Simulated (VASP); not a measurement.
# Ga in VASP: notebook

Ga is run at these levels: PBE, r2SCAN; tasks: single point.

Everything below comes from runs of VASP 6.6.1. Logs are shortened: lines on timing, memory, paths and dates and some standing lists are left out, and cuts for length are marked.

### 1 The cell of the first run

Symmetry: P2_1/m, No. 11, monoclinic system. The conventional cell has a = 2.885 Å, b = 3.408 Å, c = 4.372 Å, α = 90.00°, β = 108.61°, γ = 90.00°. Within 3.7 Å of Ga (site symmetry m) lie 10 Ga at 2.81 to 3.41 Å.

### 2 Single point, PBE

The input, INCAR:

```
SYSTEM = Ga
PREC = Accurate ; ENCUT = 520
EDIFF = 1E-7 ; ISMEAR = 0
SIGMA = 0.05 ; LREAL = .False.
LASPH = .True. ; NELM = 60
ALGO = Fast ; ISIF = 2
LWAVE = .False. ; LCHARG = .False.
GGA = PE ; NBANDS = 20
```

The input, KPOINTS:

```
regular mesh
0
Gamma
  12 10 8
  0 0 0
```

The input, POSCAR:

```
Ga
1.0
    2.8853880577      0.0000000000      0.0000000000
    0.0000000000      3.4079468573      0.0000000000
   -1.3951516111      0.0000000000      4.1438939865
Ga
2
Direct
    0.8654037300      0.2500000000      0.2298331700
    0.1345962700      0.7500000000      0.7701668300
```

Potentials or basis: VASP PAW PBE potentials, release 64 (Ga_d).

The run is started by

```bash
$ cat potpaw_PBE.64/Ga_d/POTCAR > POTCAR
$ mpirun -np 1 vasp_std > vasp.out
```

OUTCAR:

```text
SYSTEM = Ga
   PREC = Accurate
   ENCUT = 520
   EDIFF = 1E-7
   ISMEAR = 0
   LREAL = .False.
   LASPH = .True.
   NELM = 60
   ISIF = 2
   GGA = PE

 ion  position               nearest neighbor table
   1  0.865  0.250  0.230-   2 2.81   2 2.81
   2  0.135  0.750  0.770-   1 2.81   1 2.81

  LATTYP: Found a simple monoclinic cell.
 ALAT       =     2.8853880577
 B/A-ratio  =     1.1811052064
 C/A-ratio  =     1.5153762183
 COS(beta)  =    -0.3190778872

  Lattice vectors:

 A1 = (   2.8853880577,   0.0000000000,   0.0000000000)
 A2 = (   0.0000000000,   3.4079468573,   0.0000000000)
 A3 = (  -1.3951516111,   0.0000000000,   4.1438939865)

Analysis of symmetry for initial positions (statically):
=====================================================================
 Subroutine PRICEL returns:
 Original cell was already a primitive cell.

 Routine SETGRP: Setting up the symmetry group for a
 simple monoclinic supercell.

 Subroutine GETGRP returns: Found  4 space group operations
 (whereof  2 operations were pure point group operations)
 out of a pool of  4 trial point group operations.

The static configuration has the point symmetry S_2 .
 The point group associated with its full space group is C_2h.

Analysis of symmetry for dynamics (positions and initial velocities):
=====================================================================
 Subroutine PRICEL returns:
 Original cell was already a primitive cell.

 Routine SETGRP: Setting up the symmetry group for a
 simple monoclinic supercell.

 Subroutine GETGRP returns: Found  4 space group operations
 (whereof  2 operations were pure point group operations)
 out of a pool of  4 trial point group operations.

The dynamic configuration has the point symmetry S_2 .
 The point group associated with its full space group is C_2h.

 Subroutine INISYM returns: Found  4 space group operations
 (whereof  2 operations are pure point group operations),
 and found     1 'primitive' translations

----------------------------------------------------------------------------------------

                                     Primitive cell

  volume of cell :      40.7479

  direct lattice vectors                    reciprocal lattice vectors
     2.885388058  0.000000000  0.000000000     0.346573833  0.000000000  0.116683256
     0.000000000  3.407946857  0.000000000     0.000000000  0.293431806  0.000000000
    -1.395151611  0.000000000  4.143893987     0.000000000  0.000000000  0.241318915

  length of vectors
     2.885388058  3.407946857  4.372448443     0.365688945  0.293431806  0.241318915
[... 81 lines left out ...]
   EDIFF  = 0.1E-06   stopping-criterion for ELM
   LREAL  =      F    real-space projection
   EDIFFG = 0.1E-05   stopping-criterion for IOM
   NSW    =      0    number of steps for IOM
   IBRION =     -1    ionic relax: 0-MD 1-quasi-New 2-CG
   NFREE  =      0    steps in history (QN), initial steepest desc. (CG)
   ISIF   =      2    stress and relaxation
   ISYM   =      2    0-nonsym 1-usesym 2-fastsym
   POTIM  = 0.5000    time-step for ionic-motion
   TEBEG  =    0.0;   TEEND  =   0.0 temperature during run
   PSTRESS=    0.0 pullay stress
   NELECT =      26.0000    total number of electrons
   NUPDOWN=      -1.0000    fix difference up-down
   EMIN   =  10.00;   EMAX   =-10.00  energy-range for DOS
   EFERMI =   0.00;   METHOD = LEGACY
   ISMEAR =     0;   SIGMA  =   0.05  broadening in eV -4-tet -1-fermi 0-gaus
   EFERMI_NEDOS =   21; number of points for ismear=-14 and -15
   IALGO  =     68    algorithm
   IMIX   =      4    mixing-type and parameters
     AMIX     =   0.40;   BMIX     =  1.00
     AMIX_MAG =   1.60;   BMIX_MAG =  1.00
  volume/ion in A,a.u.               =      20.37       137.49
  Fermi-wavevector in a.u.,A,eV,Ry     =   1.409388  2.663358 27.026285  1.986376
  Thomas-Fermi vector in A             =   2.531449
   LORBIT       =      0    0 simple, 1 ext, 2 COOP (PROOUT), +10 PAW based schemes
   GGA     = PE    functional components
   LHFCALC =     F    Hartree Fock is set to
   AEXX    =    0.0000 exact exchange contribution
   IVDW    =     0    specifies the selected vdW correction
   LEPSILON=     F    determine dielectric tensor
   LRPA    =     F    only Hartree local field effects (RPA)
 non-spin polarized calculation
 RMM-DIIS sequential band-by-band and
 Gauss-broadening in eV      SIGMA  =   0.05
  energy-cutoff  :      520.00
  volume of cell :       40.75
 maximum number of plane-waves:      1122
 NGX is ok and might be reduce to    24
   NGX = 11   NGY = 13   NGZ = 17

 number of electron      26.0000002 magnetization

 Free energy of the ion-electron system (eV)
  ---------------------------------------------------
  ext. energy  EPLUGINS =         0.00000000
  ---------------------------------------------------
  free energy    TOTEN  =        -5.76904927 eV

  energy without entropy =       -5.76796508  energy(sigma->0) =       -5.76850717

 E-fermi :   4.7974     XC(G=0): -10.5915

 val. band max:        4.7951150715   @ k =   0.5000   0.3000   0.3750
 cond. band min:       4.7987194445   @ k =  -0.4167   0.3000   0.1250
 fundamental gap:      0.0036043729
 Fermi energy:         4.7974012316

 k-point     1 :       0.0000    0.0000    0.0000
  band No.  band energies     occupation
      1     -10.2130      2.00000
      2     -10.2108      2.00000
      3     -10.1642      2.00000
      4     -10.1571      2.00000
      5      -9.9690      2.00000
      6      -9.9665      2.00000
[... 541 lines left out ...]
     19      15.8529      0.00000
     20      17.1382      0.00000

 [... further k-points ...]

------------------------ aborting loop because EDIFF is reached ----------------------------------------

  FORCE on cell =-STRESS in cart. coord.  units (eV):
  Direction    XX          YY          ZZ          XY          YZ          ZX
  --------------------------------------------------------------------------------------
  -------------------------------------------------------------------------------------
  Total       -0.8158088     -0.6083985     -0.4638590      0.0000000      0.0000000     -0.0890439
  in kB      -32.0769673    -23.9217549    -18.2385729      0.0000000      0.0000000     -3.5011383
  external PRESSURE =     -24.7457650 kB  Pullay stress =       0.0000000 kB

 VOLUME and BASIS-vectors are now :
 -----------------------------------------------------------------------------
  energy-cutoff  :      520.00
  volume of cell :       40.75
      direct lattice vectors                 reciprocal lattice vectors
     2.885388058  0.000000000  0.000000000     0.346573833  0.000000000  0.116683256
     0.000000000  3.407946857  0.000000000     0.000000000  0.293431806  0.000000000
    -1.395151611  0.000000000  4.143893987     0.000000000  0.000000000  0.241318915

 POSITION                                       TOTAL-FORCE (eV/Angst)
 -----------------------------------------------------------------------------------
      2.17637      0.85199      0.95240         0.003403      0.000000      0.065455
     -0.68614      2.55596      3.19149        -0.003403      0.000000     -0.065455
 -----------------------------------------------------------------------------------
    total drift:                               -0.000000     -0.000000      0.000000

  FREE ENERGIE OF THE ION-ELECTRON SYSTEM (eV)
  ---------------------------------------------------
  free  energy   TOTEN  =        -5.7690492697 eV

  energy  without entropy=       -5.7679650781  energy(sigma->0) =       -5.76850717
```

Wall time 2.2 min (1 thread of Intel Xeon Platinum 8488C (Sapphire Rapids), shared host); peak memory 0.3 GiB.

What came out:

* Free energy: -5.7690 eV
* Pressure: -2.5 GPa
* Largest force: 0.066 eV/Å
* Band gap on the k mesh: zero (bands 13 and 14 overlap by 7.62 eV)

Forces on the atoms (eV/Å):
```
Ga   0.003  0.000  0.065
Ga  -0.003  0.000 -0.065
```

Levels at points of the mesh, in eV from the Fermi level:
```
           k point  band 11  band 12  band 13  band 14  band 15  band 16
(0.00, 0.00, 0.00)   -10.54    -1.77    -1.75     1.78     5.42     8.43
(0.50, 0.00, 0.00)    -5.99    -4.81    -1.16     0.01     5.66     5.94
(0.00, 0.50, 0.00)    -7.29    -7.29     1.69     1.69     2.44     2.44
(0.50, 0.50, 0.00)    -2.90    -2.90    -1.57    -1.57     2.09     2.09
(0.00, 0.00, 0.50)    -8.72    -7.87     3.77     4.74     5.50     5.77
(0.50, 0.00, 0.50)    -5.89    -4.81    -1.32    -0.20     5.76     6.18
(0.00, 0.50, 0.50)    -5.80    -5.80    -3.83    -3.83     9.82     9.82
(0.50, 0.50, 0.50)    -2.81    -2.81    -1.57    -1.57     1.89     1.89
```

### 3 Single point, PBE

This run uses another cell than the first one, of 18.19 Å³/atom.

The input, INCAR:

```
SYSTEM = Ga
ALGO = Fast
EDIFF = 1E-7
ENCUT = 520
GGA = PE
ISIF = 2
ISMEAR = 0
LASPH = .True.
LCHARG = .False.
LREAL = .False.
LWAVE = .False.
NBANDS = 20
NELM = 80
PREC = Accurate
SIGMA = 0.05
```

The input, KPOINTS:

```
k-points
0
Gamma
  12 10 8
  0 0 0
```

The input, POSCAR:

```
Ga
1.0
    2.7784220849      0.0000000000      0.0000000000
    0.0000000000      3.2816087900      0.0000000000
   -1.3434310986      0.0000000000      3.9902731763
Ga
2
Direct
    0.8470097578      0.2489661178      0.2231243303
    0.1345962700      0.7500000000      0.7701668300
```

Potentials or basis: VASP PAW PBE potentials, release 64 (Ga_d).

The run is started by

```bash
$ cat potpaw_PBE.64/Ga_d/POTCAR > POTCAR
$ mpirun -np 1 vasp_std > vasp.out
```

OUTCAR:

```text
SYSTEM = Ga
   EDIFF = 1E-7
   ENCUT = 520
   GGA = PE
   ISIF = 2
   ISMEAR = 0
   LASPH = .True.
   LREAL = .False.
   NELM = 80
   PREC = Accurate

 ion  position               nearest neighbor table
   1  0.847  0.249  0.223-   2 2.73   2 2.73   2 2.80   2 2.80   2 2.82   2 2.82
   2  0.135  0.750  0.770-   1 2.73   1 2.73   1 2.80   1 2.80   1 2.82   1 2.82

  LATTYP: Found a simple monoclinic cell.
 ALAT       =     2.7784220849
 B/A-ratio  =     1.1811052064
 C/A-ratio  =     1.5153762184
 COS(beta)  =    -0.3190778872

  Lattice vectors:

 A1 = (   2.7784220849,   0.0000000000,   0.0000000000)
 A2 = (   0.0000000000,   3.2816087900,   0.0000000000)
 A3 = (  -1.3434310986,   0.0000000000,   3.9902731763)

Analysis of symmetry for initial positions (statically):
=====================================================================
 Subroutine PRICEL returns:
 Original cell was already a primitive cell.

 Routine SETGRP: Setting up the symmetry group for a
 simple monoclinic supercell.

 Subroutine GETGRP returns: Found  2 space group operations
 (whereof  1 operations were pure point group operations)
 out of a pool of  4 trial point group operations.

The static configuration has the point symmetry C_1 .
 The point group associated with its full space group is S_2 .

Analysis of symmetry for dynamics (positions and initial velocities):
=====================================================================
 Subroutine PRICEL returns:
 Original cell was already a primitive cell.

 Routine SETGRP: Setting up the symmetry group for a
 simple monoclinic supercell.

 Subroutine GETGRP returns: Found  2 space group operations
 (whereof  1 operations were pure point group operations)
 out of a pool of  4 trial point group operations.

The dynamic configuration has the point symmetry C_1 .
 The point group associated with its full space group is S_2 .
[... 113 lines left out ...]
   EFERMI =   0.00;   METHOD = LEGACY
   ISMEAR =     0;   SIGMA  =   0.05  broadening in eV -4-tet -1-fermi 0-gaus
   EFERMI_NEDOS =   21; number of points for ismear=-14 and -15
   IALGO  =     68    algorithm
   IMIX   =      4    mixing-type and parameters
     AMIX     =   0.40;   BMIX     =  1.00
     AMIX_MAG =   1.60;   BMIX_MAG =  1.00
  volume/ion in A,a.u.               =      18.19       122.76
  Fermi-wavevector in a.u.,A,eV,Ry     =   1.463648  2.765894 29.147302  2.142266
  Thomas-Fermi vector in A             =   2.579718
   LORBIT       =      0    0 simple, 1 ext, 2 COOP (PROOUT), +10 PAW based schemes
   GGA     = PE    functional components
   LHFCALC =     F    Hartree Fock is set to
   AEXX    =    0.0000 exact exchange contribution
   IVDW    =     0    specifies the selected vdW correction
   LEPSILON=     F    determine dielectric tensor
   LRPA    =     F    only Hartree local field effects (RPA)
 non-spin polarized calculation
 RMM-DIIS sequential band-by-band and
 Gauss-broadening in eV      SIGMA  =   0.05
  energy-cutoff  :      520.00
  volume of cell :       36.38
 maximum number of plane-waves:      1000
 NGX is ok and might be reduce to    24
   NGX = 11   NGY = 13   NGZ = 15

 number of electron      26.0000012 magnetization

 Free energy of the ion-electron system (eV)
  ---------------------------------------------------
  ext. energy  EPLUGINS =         0.00000000
  ---------------------------------------------------
  free energy    TOTEN  =        -5.76619610 eV

  energy without entropy =       -5.76564141  energy(sigma->0) =       -5.76591876

 E-fermi :   5.8681     XC(G=0): -11.1507

 val. band max:        5.8630515532   @ k =   0.5000   0.0000   0.5000
 cond. band min:       5.8796802544   @ k =  -0.4167   0.3000   0.1250
 fundamental gap:      0.0166287011
 Fermi energy:         5.8681023659

 k-point     1 :       0.0000    0.0000    0.0000
  band No.  band energies     occupation
      1      -9.3505      2.00000
      2      -9.3307      2.00000
      3      -9.2842      2.00000
      4      -9.2663      2.00000
      5      -9.0222      2.00000
      6      -9.0205      2.00000
[... 541 lines left out ...]
     19      16.3832      0.00000
     20      19.3657      0.00000

 [... further k-points ...]

------------------------ aborting loop because EDIFF is reached ----------------------------------------

  FORCE on cell =-STRESS in cart. coord.  units (eV):
  Direction    XX          YY          ZZ          XY          YZ          ZX
  --------------------------------------------------------------------------------------
  -------------------------------------------------------------------------------------
  Total        0.3618179      0.7719332      0.9864813      0.0004062      0.0014684     -0.1380764
  in kB       15.9335649     33.9940301     43.4421964      0.0178898      0.0646655     -6.0805432
  external PRESSURE =      31.1232638 kB  Pullay stress =       0.0000000 kB

 VOLUME and BASIS-vectors are now :
 -----------------------------------------------------------------------------
  energy-cutoff  :      520.00
  volume of cell :       36.38
      direct lattice vectors                 reciprocal lattice vectors
     2.778422085  0.000000000  0.000000000     0.359916517  0.000000000  0.121175424
     0.000000000  3.281608790  0.000000000     0.000000000  0.304728584  0.000000000
    -1.343431099  0.000000000  3.990273176     0.000000000  0.000000000  0.250609408

 POSITION                                       TOTAL-FORCE (eV/Angst)
 -----------------------------------------------------------------------------------
      2.05360      0.81701      0.89033         0.010702      0.007671      0.219920
     -0.66070      2.46121      3.07318        -0.010702     -0.007671     -0.219920
 -----------------------------------------------------------------------------------
    total drift:                               -0.000066     -0.000035     -0.000247

  FREE ENERGIE OF THE ION-ELECTRON SYSTEM (eV)
  ---------------------------------------------------
  free  energy   TOTEN  =        -5.7661961038 eV

  energy  without entropy=       -5.7656414089  energy(sigma->0) =       -5.76591876
```

stdout:

```text
POSCAR found type information on POSCAR Ga
 POSCAR found :  1 types and       2 ions
 scaLAPACK will be used
 LDA part: xc-table for (Slater+PW92), standard interpolation
 POSCAR, INCAR and KPOINTS ok, starting setup
 FFT: planning ... GRIDC
 FFT: planning ... GRID_SOFT
 FFT: planning ... GRID
 WAVECAR not read
 entering main loop
WARNING in EDDRMM: call to ZHEGV failed, returncode =   6  3     17
 num prob WARNING in EDDRMM: call to ZHEGV failed, returncode =   8  4     16
 num prob WARNING in EDDRMM: call to ZHEGV failed, returncode =   8  4     18
 num prob  num prob  num prob  num prob  num prob WARNING in EDDRMM: call to ZHEGV failed, returncode =   8  4     18
 num prob WARNING in EDDRMM: call to ZHEGV failed, returncode =   6  3     16
 num prob  num prob  num prob  num prob RMM:  13    -0.576619610380E+01    0.46077E-07   -0.41419E-07 17273   0.603E-03
```

Run time: 2.2 min. Hardware: 1 thread of Intel Xeon Platinum 8488C (Sapphire Rapids), shared host; peak memory 0.36 GiB.

Results:

```
Free energy            : -5.7662 eV
Pressure               : 3.1 GPa
Largest force          : 0.220 eV/Å
Band gap on the k mesh : zero (bands 13 and 14 overlap by 8.29 eV)
```

Forces in eV/Å, atoms in the order of the input:
```
Ga   0.011  0.008  0.220
Ga  -0.011 -0.008 -0.220
```

Caveat: the cell stands under pressure.

### 4 Single point, r2SCAN

This run uses another cell than the first one, of 18.19 Å³/atom.

POSCAR: that of step 3 with these lines changed.

```diff
@@ -8,3 +8,3 @@
 Direct
-    0.8470097578      0.2489661178      0.2231243303
+    0.8654037300      0.2500000000      0.2298331700
     0.1345962700      0.7500000000      0.7701668300
```

The input, INCAR.step1:

```
  PREC = Accurate
  ENCUT = 520
  ISMEAR = 0
  SIGMA = 0.05
  LREAL = F
  LASPH = T
  NELM = 80
  NBANDS = 20
  GGA = PE
  ALGO = Normal
  EDIFF = 1E-4
  LWAVE = T
  LCHARG = F
```

The input, INCAR.step2:

```
  PREC = Accurate
  ENCUT = 520
  EDIFF = 1E-6
  ISMEAR = 0
  SIGMA = 0.05
  LREAL = F
  LASPH = T
  NELM = 80
  ALGO = Normal
  ISIF = 2
  LWAVE = F
  LCHARG = F
  METAGGA = R2SCAN
  LMIXTAU = T
  NBANDS = 20
  ISTART = 1
```

The input, KPOINTS:

```
regular mesh
0
Gamma
  12 10 8
```

The run is started by

```bash
$ cat potpaw_PBE.64/Ga_d/POTCAR > POTCAR
$ cp INCAR.step1 INCAR
$ mpirun -np 1 vasp_std > vasp.out
$ cp INCAR.step2 INCAR
$ mpirun -np 1 vasp_std > vasp.out
```

It took 4.7 min on 1 thread of Intel Xeon Platinum 8488C (Sapphire Rapids), shared host; peak memory 0.29 GiB.

Results (log left out):

- Free energy: -22.7305 eV
- Pressure: -0.2 GPa
- Largest force: 0.067 eV/Å
- Band gap on the k mesh: zero (bands 13 and 14 overlap by 8.79 eV)

Forces in eV/Å, atoms in the order of the input:
```
Ga  -0.001  0.000  0.067
Ga   0.001  0.000 -0.067
```

Stress tensor (GPa, compression positive):
```
-2.30  0.00 -0.94
 0.00  0.76  0.00
-0.94  0.00  0.90
```

Levels at points of the mesh, in eV from the Fermi level:
```csv
k point,band 9,band 10,band 11,band 12,band 13,band 14,band 15,band 16,band 17,band 18
"(0.00, 0.00, 0.00)",-15.39,-15.25,-12.06,-2.37,-1.45,1.79,5.94,9.62,10.81,11.17
"(0.50, 0.00, 0.00)",-15.31,-15.28,-6.65,-5.63,-1.65,0.31,6.40,6.86,9.07,9.67
"(0.00, 0.50, 0.00)",-15.32,-15.32,-8.30,-8.30,1.67,1.67,2.87,2.87,12.10,12.10
"(0.50, 0.50, 0.00)",-15.28,-15.28,-3.14,-3.14,-1.88,-1.88,2.16,2.16,4.86,4.86
"(0.00, 0.00, 0.50)",-15.35,-15.31,-9.98,-8.97,4.10,5.26,6.49,6.71,7.49,11.33
"(0.50, 0.00, 0.50)",-15.32,-15.28,-6.54,-5.62,-1.84,0.05,6.51,7.15,9.00,9.97
"(0.00, 0.50, 0.50)",-15.39,-15.39,-6.39,-6.39,-4.67,-4.67,11.25,11.25,12.74,12.74
"(0.50, 0.50, 0.50)",-15.28,-15.28,-3.04,-3.04,-1.86,-1.86,1.93,1.93,4.68,4.68
```

Caveat: the PAW data sets were made with another functional, which shifts forces and pressure a little.

### 5 The runs side by side

```csv
level,cell,gap on the mesh (eV),pressure (GPa),largest force (eV/Å)
PBE,"a = 2.885, b = 3.408, c = 4.372 Å, angles 90.0, 108.6, 90.0°, 2 atoms, atomic positions A",none,-2.5,0.07
PBE,"a = 2.778, b = 3.282, c = 4.210 Å, angles 90.0, 108.6, 90.0°, 2 atoms, atomic positions B",none,3.1,0.22
r2SCAN,"a = 2.778, b = 3.282, c = 4.210 Å, angles 90.0, 108.6, 90.0°, 2 atoms, atomic positions A",none,-0.2,0.07
```

Alike in all rows: task single point; potentials or basis VASP PAW PBE potentials, release 64 (Ga_d); no spin polarisation; k mesh 12 × 10 × 8; cutoff (eV) 520; smearing gaussian 0.05 eV.

Caveats: the cell stands under pressure (at least some runs); the PAW data sets were made with another functional, which shifts forces and pressure a little (at least some runs).

Absolute energies hang on the potentials; compare differences alone.
